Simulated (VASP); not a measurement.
**Sn: single point with r2SCAN**

Crystal: Sn.

```
Sn
1.0
     0.00000    3.28446    3.28446
     3.28446    0.00000    3.28446
     3.28446    3.28446    0.00000
Sn
2
Direct
  0.00000 0.00000 0.00000
  0.25000 0.25000 0.25000
```

```yaml
Program: VASP 6.6.1
Task: single point
Functional: r2SCAN
Potentials_or_basis: VASP PAW PBE potentials, release 64 (Sn_d)
Cutoff: 520 eV
k_mesh: 6 × 6 × 6
Occupations: fermi-dirac, width 0.02 eV
Spin: no spin polarisation
```

```json
{
 "Pressure": "0.0 GPa",
 "Band gap on the k mesh": "zero (filled and empty bands touch)"
}
```

Levels at points of the mesh, in eV from the Fermi level:
```csv
k point,band 12,band 13,band 14,band 15,band 16,band 17
"(0.00, 0.00, 0.00)",-0.63,-0.01,-0.01,-0.01,2.21,2.21
"(0.50, 0.00, 0.00)",-6.46,-1.22,-1.22,0.05,3.34,3.34
"(0.50, 0.50, 0.00)",-7.74,-2.57,-2.57,0.94,0.94,7.91
```

Run time: 81 s on 1 thread of Intel(R) Xeon(R) Platinum 8259CL CPU @ 2.50GHz (Skylake/Cascade Lake), with other jobs on the host, peak memory 0.21 GiB.

Caveat: the PAW data sets were made with another functional, which shifts forces and pressure a little; spin-orbit coupling is left out, which moves the levels of the heavy elements.
